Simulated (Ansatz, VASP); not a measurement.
**Si3N4 in VASP and in Ansatz**

```
Si N
1.0
     7.66362    0.00000    0.00000
    -3.83181    6.63689    0.00000
     0.00000    0.00000    2.92644
Si N
6 8
Direct
  0.76891 0.17501 0.25000
  0.59390 0.76891 0.75000
  0.82499 0.59390 0.25000
  0.23109 0.82499 0.75000
  0.40610 0.23109 0.25000
  0.17501 0.40610 0.75000
  0.03083 0.33000 0.25000
  0.70083 0.03083 0.75000
  0.67000 0.70083 0.25000
  0.96917 0.67000 0.75000
  0.29917 0.96917 0.25000
  0.33000 0.29917 0.75000
  0.66667 0.33333 0.25000
  0.33333 0.66667 0.75000
```

Alike in both runs: task single point; functional PBE; k mesh 6 × 6 × 8; occupations gaussian, width 0.02 eV; no spin polarisation.

|  | VASP | Ansatz |
| --- | --- | --- |
| version | VASP 6.6.1 | Ansatz 0.2.0 |
| potentials or method | VASP PAW PBE potentials, release 64 (Si, N), cutoff 520 eV | scalar-relativistic, plane waves, PAW |
| valence electrons in the cell | 64 | 64 |

|  | VASP | Ansatz | Ansatz less VASP |
| --- | --- | --- | --- |
| gap on the k mesh at the Fermi level (eV) | 4.26 | 4.27 | +0.011 |
| least direct gap on the mesh (eV) | 4.44 | 4.45 | +0.011 |
